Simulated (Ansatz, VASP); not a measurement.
**Cd: VASP beside Ansatz**

```
Cd
1.0
     0.00000    2.82022    2.82022
     2.82022    0.00000    2.82022
     2.82022    2.82022    0.00000
Cd
2
Direct
  0.87500 0.87500 0.87500
  0.12500 0.12500 0.12500
```

Change from the starting cell: volume scaled by 0.6, LAPW.

Alike in both runs: task single point; functional PBE; k mesh 12 × 12 × 12; occupations fermi-dirac, width 0.08 eV; no spin polarisation.

|  | VASP | Ansatz |
| --- | --- | --- |
| version | VASP 6.6.1 | Ansatz 0.2.0 |
| potentials or method | VASP PAW PBE potentials, release 64 (Cd), cutoff 520 eV | all-electron LAPW, scalar-relativistic |

VASP gave:

- pressure (GPa): 34.7

What did Ansatz give for the same quantities?

Pressure (GPa): 33.3.

Both programs put the cell under a high pressure, so it lies far from rest at this level. Ansatz ran all-electron here, and VASP with PAW potentials.
